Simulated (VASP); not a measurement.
## Cu: single point with LDA

Crystal: Cu.

```
Cu
1.0
     3.74544    0.00000    0.00285
     0.00000    3.74544    0.00000
    -1.87148    0.00000    1.57759
Cu
2
Direct
  0.00000 0.00000 0.00000
  0.50000 0.50000 0.00000
```

```yaml
Program: VASP 6.6.1
Task: single point
Functional: LDA
Potentials_or_basis: VASP PAW LDA potentials, release 64 (Cu)
Cutoff: 520 eV
k_mesh: 9 × 9 × 21
Occupations: gaussian, width 0.1 eV
Spin: no spin polarisation
```

```json
{
  "Pressure": "-0.7 GPa",
  "Band gap on the k mesh": "zero (bands 11 and 12 overlap by 6.69 eV)"
}
```

Stress tensor (GPa, compression positive):
```
-1.88  0.00  0.00
 0.00 -2.08  0.00
 0.00  0.00  1.97
```

Levels at points of the mesh, in eV from the Fermi level:
| k point | band 8 | band 9 | band 10 | band 11 | band 12 | band 13 | band 14 | band 15 |
| --- | --- | --- | --- | --- | --- | --- | --- | --- |
| (0.00, 0.00, 0.00) | -2.11 | -1.90 | -1.90 | -1.44 | 0.24 | 6.04 | 15.22 | 15.35 |

Run time: 4.2 min on 1 thread of Intel Xeon 8259CL (shared host), peak memory 0.25 GiB.
